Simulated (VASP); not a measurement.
A run of VASP 6.6.1 is set up as follows.

INCAR

```
SYSTEM = Al2O3
PREC = Accurate
ENCUT = 520
EDIFF = 1E-7
ISMEAR = 0
SIGMA = 0.05
LREAL = .FALSE.
LASPH = .TRUE.
NELM = 60
ALGO = Normal
ISIF = 2
LWAVE = .FALSE.
LCHARG = .FALSE.
GGA = PS
NBANDS = 20
```

The input KPOINTS:

```
regular mesh
0
G
  12 12 4
  0 0 0
```

File POSCAR:

```
Al2O3
1.0
    3.0174825440      0.0000000000      0.0000000000
   -1.5087412720      2.6132165386      0.0000000000
    0.0000000000      0.0000000000      7.5746360022
Al O
2 3
Direct
    0.0000000000      0.0000000000      0.2779510000
    0.0000000000      0.0000000000      0.7220490000
    0.3333333333      0.6666666667      0.1994540000
    0.6666666667      0.3333333333      0.8005460000
    0.0000000000      0.0000000000      0.5000000000
```

Potentials or basis: VASP PAW PBE potentials, release 64 (Al, O).

The run is started by

```console
$ cat potpaw_PBE.64/Al/POTCAR potpaw_PBE.64/O/POTCAR > POTCAR
$ mpirun -np 1 vasp_std > vasp.out
```

(1) Predict the pressure.

(2) Predict the largest force.

(3) Estimate the band gap on the k mesh.

## Answers

(1) -3.5 GPa.

(2) 0.188 eV/Å.

(3) 2.19 eV, direct.

Caveat: the PAW data sets were made with another functional, which shifts forces and pressure a little.
